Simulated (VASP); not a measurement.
# Ga (Cmce) in VASP: a series of runs

The runs below take Ga through single point, with r2SCAN.

Program: VASP 6.6.1. These are calculated values, not measurements. Logs are shortened: lines on timing, memory, paths and dates and some standing lists are left out, and cuts for length are marked.

**1. The cell of the first run**

Symmetry: Cmce, No. 64, orthorhombic system. Conventional cell: a = 4.464 Å, b = 7.586 Å, c = 4.535 Å, α = 90.00°, β = 90.00°, γ = 90.00°. Ga (site symmetry m) has 7 Ga at 2.49 to 2.76 Å within 3.3 Å.

**2. Single point, r2SCAN**

POSCAR

```
Ga
1.0
    2.2318501700     -3.7932285796      0.0000000000
    2.2318501700      3.7932285796      0.0000000000
    0.0000000000      0.0000000000      4.5346411306
Ga
4
Direct
    0.8442341977      0.1557658023      0.0855794111
    0.6557658023      0.3442341977      0.5855794111
    0.1557658023      0.8442341977      0.9144205889
    0.3442341977      0.6557658023      0.4144205889
```

INCAR.step1

```
SYSTEM = Ga
PREC = Accurate
ENCUT = 520
ISMEAR = 0
SIGMA = 0.2
LREAL = .False.
LASPH = .True.
NELM = 100
NBANDS = 34
GGA = PE
ALGO = Normal
EDIFF = 1E-4
LWAVE = .True.
LCHARG = .False.
```

INCAR.step2

```
SYSTEM = Ga
PREC = Accurate
ENCUT = 520
EDIFF = 1E-7
ISMEAR = 0
SIGMA = 0.2
LREAL = .False.
LASPH = .True.
NELM = 100
ALGO = Normal
ISIF = 2
LWAVE = .False.
LCHARG = .True.
METAGGA = R2SCAN
LMIXTAU = .True.
LELF = .True.
LVHAR = .True.
NBANDS = 34
ISTART = 1
```

KPOINTS

```
regular mesh
0
Gamma
  8 8 7
  0 0 0
```

Potentials or basis: VASP PAW PBE potentials, release 64 (Ga_d).

Started as:

```
$ cat potpaw_PBE.64/Ga_d/POTCAR > POTCAR
$ cp INCAR.step1 INCAR
$ mpirun -np 1 vasp_std > vasp.out
$ cp INCAR.step2 INCAR
$ mpirun -np 1 vasp_std > vasp.out
```

OUTCAR:

```text
SYSTEM = Ga
   PREC = Accurate
   ENCUT = 520
   EDIFF = 1E-7
   ISMEAR = 0
   LREAL = .False.
   LASPH = .True.
   NELM = 100
   ISIF = 2
   METAGGA = R2SCAN
   ISTART = 1

 ion  position               nearest neighbor table
   1  0.844  0.156  0.086-   3 2.49   2 2.68   2 2.68   4 2.68   4 2.68   3 2.76   3 2.76
   2  0.656  0.344  0.586-   4 2.49   1 2.68   1 2.68   3 2.68   3 2.68   4 2.76   4 2.76
   3  0.156  0.844  0.914-   1 2.49   4 2.68   4 2.68   2 2.68   2 2.68   1 2.76   1 2.76
   4  0.344  0.656  0.414-   2 2.49   3 2.68   3 2.68   1 2.68   1 2.68   2 2.76   2 2.76

  LATTYP: Found a base centered orthorhombic cell.
 ALAT       =     4.4637003400
 B/A-ratio  =     1.6995892603
 C/A-ratio  =     1.0158928210

  Lattice vectors:

 A1 = (   2.2318501700,  -3.7932285796,   0.0000000000)
 A2 = (   2.2318501700,   3.7932285796,   0.0000000000)
 A3 = (   0.0000000000,   0.0000000000,   4.5346411306)

Analysis of symmetry for initial positions (statically):
=====================================================================
 Subroutine PRICEL returns:
 Original cell was already a primitive cell.

 Routine SETGRP: Setting up the symmetry group for a
 base centered orthorhombic supercell.

 Subroutine GETGRP returns: Found  8 space group operations
 (whereof  4 operations were pure point group operations)
 out of a pool of  8 trial point group operations.

The static configuration has the point symmetry C_2h.
 The point group associated with its full space group is D_2h.

Analysis of symmetry for dynamics (positions and initial velocities):
=====================================================================
 Subroutine PRICEL returns:
 Original cell was already a primitive cell.

 Routine SETGRP: Setting up the symmetry group for a
 base centered orthorhombic supercell.

 Subroutine GETGRP returns: Found  8 space group operations
 (whereof  4 operations were pure point group operations)
 out of a pool of  8 trial point group operations.

The dynamic configuration has the point symmetry C_2h.
 The point group associated with its full space group is D_2h.

 Subroutine INISYM returns: Found  8 space group operations
 (whereof  4 operations are pure point group operations),
 and found     1 'primitive' translations

----------------------------------------------------------------------------------------

                                     Primitive cell

  volume of cell :      76.7798

  direct lattice vectors                    reciprocal lattice vectors
     2.231850170 -3.793228580  0.000000000     0.224029376 -0.131813833  0.000000000
     2.231850170  3.793228580  0.000000000     0.224029376  0.131813833  0.000000000
     0.000000000  0.000000000  4.534641131     0.000000000  0.000000000  0.220524617

  length of vectors
     4.401106479  4.401106479  4.534641131     0.259930852  0.259930852  0.220524617

  position of ions in fractional coordinates (direct lattice)
     0.844234198  0.155765802  0.085579411
     0.655765802  0.344234198  0.585579411
     0.155765802  0.844234198  0.914420589
     0.344234198  0.655765802  0.414420589

  ion indices of the primitive-cell ions
   primitive index   ion index
                 1           1
                 2           2
                 3           3
                 4           4

----------------------------------------------------------------------------------------

 KPOINTS: regular mesh

Automatic generation of k-mesh.
 Grid dimensions read from file:
 generate k-points for:    8    8    7

 Generating k-lattice:

  Cartesian coordinates                     Fractional coordinates (reciprocal lattice)
     0.028003672 -0.016476729  0.000000000     0.125000000 -0.000000000  0.000000000
     0.028003672  0.016476729  0.000000000    -0.000000000  0.125000000  0.000000000
     0.000000000  0.000000000  0.031503517     0.000000000  0.000000000  0.142857143

  Length of vectors
     0.032491356  0.032491356  0.031503517

  Shift w.r.t. Gamma in fractional coordinates (k-lattice)
     0.000000000  0.000000000  0.000000000

 Subroutine IBZKPT returns following result:
 ===========================================

 Found     84 irreducible k-points:

 Following reciprocal coordinates:
            Coordinates               Weight
  0.000000  0.000000  0.000000      1.000000
  0.125000  0.000000  0.000000      4.000000
  0.250000  0.000000  0.000000      4.000000
  0.375000 -0.000000  0.000000      4.000000
  0.500000  0.000000  0.000000      2.000000
  0.125000  0.125000  0.000000      2.000000
[... 16 lines left out ...]
  0.125000  0.000000  0.142857      8.000000
  0.250000  0.000000  0.142857      8.000000
 [... further k-points ...]
   k-points           NKPTS =     84   k-points in BZ     NKDIM =     84   number of bands    NBANDS=     34
   number of dos      NEDOS =    301   number of ions     NIONS =      4
   total plane-waves  NPLWV =  46656
   dimension x,y,z NGX =    36 NGY =   36 NGZ =   36
   dimension x,y,z NGXF=    72 NGYF=   72 NGZF=   72
   ions per type =               4
   NGX,Y,Z   is equivalent  to a cutoff of  13.60, 13.60, 13.20 a.u.
   NGXF,Y,Z  is equivalent  to a cutoff of  27.20, 27.20, 26.40 a.u.
 SYSTEM =  Ga
   PREC   = accura    normal or accurate (medium, high low for compatibility)
   ISTART =      1    job   : 0-new  1-cont  2-samecut
   ICHARG =      0    charge: 1-file 2-atom 10-const
   ISPIN  =      1    spin polarized calculation?
   LNONCOLLINEAR =      F non collinear calculations
   LSORBIT =      F    spin-orbit coupling
   LASPH  =      T    aspherical Exc in radial PAW
   ENCUT  =  520.0 eV  38.22 Ry    6.18 a.u.   8.18  8.18  8.43*2*pi/ulx,y,z
   NELM   =    100;   NELMIN=  2; NELMDL=  0     # of ELM steps
   EDIFF  = 0.1E-06   stopping-criterion for ELM
   LREAL  =      F    real-space projection
   EDIFFG = 0.1E-05   stopping-criterion for IOM
   NSW    =      0    number of steps for IOM
   IBRION =     -1    ionic relax: 0-MD 1-quasi-New 2-CG
   NFREE  =      0    steps in history (QN), initial steepest desc. (CG)
   ISIF   =      2    stress and relaxation
   ISYM   =      2    0-nonsym 1-usesym 2-fastsym
   POTIM  = 0.5000    time-step for ionic-motion
   TEBEG  =    0.0;   TEEND  =   0.0 temperature during run
   PSTRESS=    0.0 pullay stress
   NELECT =      52.0000    total number of electrons
   NUPDOWN=      -1.0000    fix difference up-down
   EMIN   =  10.00;   EMAX   =-10.00  energy-range for DOS
   EFERMI =   0.00;   METHOD = LEGACY
   ISMEAR =     0;   SIGMA  =   0.20  broadening in eV -4-tet -1-fermi 0-gaus
   EFERMI_NEDOS =   21; number of points for ismear=-14 and -15
   IALGO  =     38    algorithm
   IMIX   =      4    mixing-type and parameters
     AMIX     =   0.40;   BMIX     =  1.00
     AMIX_MAG =   1.60;   BMIX_MAG =  1.00
  volume/ion in A,a.u.               =      19.19       129.53
  Fermi-wavevector in a.u.,A,eV,Ry     =   1.437674  2.716809 28.121954  2.066905
  Thomas-Fermi vector in A             =   2.556725
   LORBIT       =      0    0 simple, 1 ext, 2 COOP (PROOUT), +10 PAW based schemes
   METAGGA = R2SCAN    functional components
   LHFCALC =     F    Hartree Fock is set to
   AEXX    =    0.0000 exact exchange contribution
   IVDW    =     0    specifies the selected vdW correction
   LEPSILON=     F    determine dielectric tensor
   LRPA    =     F    only Hartree local field effects (RPA)
 non-spin polarized calculation
 Gauss-broadening in eV      SIGMA  =   0.20
  energy-cutoff  :      520.00
  volume of cell :       76.78
 maximum number of plane-waves:      2094
 NGX is ok and might be reduce to    36
   NGX = 17   NGY = 17   NGZ = 17

 number of electron      52.0000022 magnetization

 Free energy of the ion-electron system (eV)
  ---------------------------------------------------
  ext. energy  EPLUGINS =         0.00000000
  ---------------------------------------------------
  free energy    TOTEN  =       -45.77054548 eV

  energy without entropy =      -45.75399425  energy(sigma->0) =      -45.76226986

 E-fermi :   5.1112     XC(G=0): -11.7666

 val. band max:        5.1069327645   @ k =   0.1250   0.0000   0.2857
 cond. band min:       5.1132450580   @ k =  -0.2500   0.2500   0.2857
 fundamental gap:      0.0063122935
 Fermi energy:         5.1111562700

 k-point     1 :       0.0000    0.0000    0.0000
  band No.  band energies     occupation
      1     -10.6166      2.00000
      2     -10.6035      2.00000
      3     -10.5653      2.00000
      4     -10.5541      2.00000
      5     -10.5377      2.00000
      6     -10.5111      2.00000
[... 26 lines left out ...]
     33      12.2839      0.00000
     34      12.9069      0.00000

 k-point     2 :       0.1250    0.0000    0.0000
  band No.  band energies     occupation
      1     -10.6200      2.00000
      2     -10.5963      2.00000
      3     -10.5715      2.00000
      4     -10.5598      2.00000
      5     -10.5240      2.00000
      6     -10.5067      2.00000
[... 26 lines left out ...]
     33      12.2405      0.00000
     34      13.1870      0.00000

 k-point     3 :       0.2500    0.0000    0.0000
  band No.  band energies     occupation
      1     -10.6219      2.00000
      2     -10.5848      2.00000
      3     -10.5819      2.00000
      4     -10.5662      2.00000
      5     -10.5127      2.00000
      6     -10.4840      2.00000
[... 26 lines left out ...]
     33      11.5943      0.00000
     34      12.7969      0.00000
[... 704 lines left out ...]
 k-point    23 :       0.1250    0.0000    0.1429
  band No.  band energies     occupation
      1     -10.6215      2.00000
      2     -10.5952      2.00000
      3     -10.5711      2.00000
      4     -10.5627      2.00000
      5     -10.5249      2.00000
      6     -10.4978      2.00000
[... 26 lines left out ...]
     33      11.2467      0.00000
     34      12.8564      0.00000

 k-point    24 :       0.2500    0.0000    0.1429
  band No.  band energies     occupation
      1     -10.6227      2.00000
      2     -10.6013      2.00000
      3     -10.5795      2.00000
      4     -10.5522      2.00000
      5     -10.5166      2.00000
      6     -10.4941      2.00000
[... 26 lines left out ...]
     33      11.3873      0.00000
     34      13.7721      0.00000

 [... further k-points ...]
[... 5 lines left out ...]
  --------------------------------------------------------------------------------------
  -------------------------------------------------------------------------------------
  Total        0.0348051      0.0599571      0.0290926      0.0000000      0.0000000      0.0000000
  in kB        0.7262832      1.2511355      0.6070802      0.0000000      0.0000000      0.0000000
  external PRESSURE =       0.8614996 kB  Pullay stress =       0.0000000 kB

 VOLUME and BASIS-vectors are now :
 -----------------------------------------------------------------------------
  energy-cutoff  :      520.00
  volume of cell :       76.78
      direct lattice vectors                 reciprocal lattice vectors
     2.231850170 -3.793228580  0.000000000     0.224029376 -0.131813833  0.000000000
     2.231850170  3.793228580  0.000000000     0.224029376  0.131813833  0.000000000
     0.000000000  0.000000000  4.534641131     0.000000000  0.000000000  0.220524617

 POSITION                                       TOTAL-FORCE (eV/Angst)
 -----------------------------------------------------------------------------------
      2.23185     -2.61152      0.38807         0.000000     -0.007344      0.007849
      2.23185     -1.18171      2.65539         0.000000      0.007344      0.007849
      2.23185      2.61152      4.14657         0.000000      0.007344     -0.007849
      2.23185      1.18171      1.87925         0.000000     -0.007344     -0.007849
 -----------------------------------------------------------------------------------
    total drift:                               -0.000000     -0.000000      0.000000

  FREE ENERGIE OF THE ION-ELECTRON SYSTEM (eV)
  ---------------------------------------------------
  free  energy   TOTEN  =       -45.7705454768 eV

  energy  without entropy=      -45.7539942459  energy(sigma->0) =      -45.76226986
```

Wall time 11 min (1 thread of Oxide Virtual Turin-like, shared host); peak memory 0.28 GiB.

What came out:

| Quantity | Value |
| --- | --- |
| Free energy | -45.7705 eV |
| Pressure | 0.1 GPa |
| Largest force | 0.011 eV/Å |
| Band gap on the k mesh | zero (bands 26 and 27 overlap by 1.05 eV) |

Forces in eV/Å, atoms in the order of the input:
```
Ga   0.000 -0.007  0.008
Ga   0.000  0.007  0.008
Ga   0.000  0.007 -0.008
Ga   0.000 -0.007 -0.008
```

Levels at points of the mesh, in eV from the Fermi level:
```
           k point  band 24  band 25  band 26  band 27  band 28  band 29
(0.00, 0.00, 0.00)    -1.90    -1.54    -0.84     0.97     1.15     1.26
(0.50, 0.00, 0.00)    -3.60    -1.65    -1.65     0.83     0.83     4.41
(0.50, 0.50, 0.00)    -3.53    -1.91    -1.78     1.10     1.21     3.69
```

Caveat: the PAW data sets were made with another functional, which shifts forces and pressure a little.

**3. Single point, r2SCAN**

POSCAR is that of step 2.

INCAR.step1

```
SYSTEM = Ga
  ALGO = Normal
  EDIFF = 1E-4
  ENCUT = 520
  GGA = PE
  ISMEAR = 0
  LASPH = .True.
  LCHARG = .False.
  LREAL = .False.
  LWAVE = .True.
  NBANDS = 34
  NELM = 80
  PREC = Accurate
  SIGMA = 0.3
```

INCAR.step2

```
SYSTEM = Ga
  ALGO = Normal
  EDIFF = 1E-6
  ENCUT = 520
  ISIF = 2
  ISMEAR = 0
  ISTART = 1
  LASPH = .True.
  LCHARG = .False.
  LMIXTAU = .True.
  LREAL = .False.
  LWAVE = .False.
  METAGGA = R2SCAN
  NBANDS = 34
  NELM = 80
  PREC = Accurate
  SIGMA = 0.3
```

KPOINTS

```
k-points
0
Gamma
  8 8 7
  0 0 0
```

Potentials or basis: VASP PAW PBE potentials, release 64 (Ga_d).

Started as:

```
$ cat potpaw_PBE.64/Ga_d/POTCAR > POTCAR
$ cp INCAR.step1 INCAR
$ mpirun -np 1 vasp_std > vasp.out
$ cp INCAR.step2 INCAR
$ mpirun -np 1 vasp_std > vasp.out
```

Wall time 9.9 min (1 thread of Oxide Virtual Turin-like, shared host); peak memory 0.28 GiB.

Results (log left out):

```yaml
Free_energy: -45.7808 eV
Pressure: 0.2 GPa
Largest_force: 0.010 eV/Å
Band_gap_on_the_k_mesh: zero (bands 26 and 27 overlap by 1.05 eV)
```

Forces on the atoms (eV/Å):
```
Ga   0.000 -0.006  0.008
Ga   0.000  0.006  0.008
Ga   0.000  0.006 -0.008
Ga   0.000 -0.006 -0.008
```

Stress tensor (GPa, compression positive):
```
0.23 0.00 0.00
0.00 0.20 0.00
0.00 0.00 0.04
```

Levels at points of the mesh, in eV from the Fermi level:
| k point | band 22 | band 23 | band 24 | band 25 | band 26 | band 27 | band 28 | band 29 | band 30 | band 31 |
| --- | --- | --- | --- | --- | --- | --- | --- | --- | --- | --- |
| (0.00, 0.00, 0.00) | -4.52 | -4.11 | -1.91 | -1.55 | -0.85 | 0.96 | 1.14 | 1.25 | 5.53 | 5.65 |
| (0.50, 0.00, 0.00) | -9.10 | -3.61 | -3.61 | -1.66 | -1.66 | 0.82 | 0.82 | 4.40 | 4.40 | 5.64 |
| (0.50, 0.50, 0.00) | -7.67 | -4.21 | -3.54 | -1.92 | -1.79 | 1.10 | 1.20 | 3.69 | 3.95 | 4.35 |

Caveat: so wide a smearing shifts energies and pressures; the PAW data sets were made with another functional, which shifts forces and pressure a little.

[end of part 1 of 2]

The gap in the log of VASP goes by the Fermi energy; the results here count the filled bands.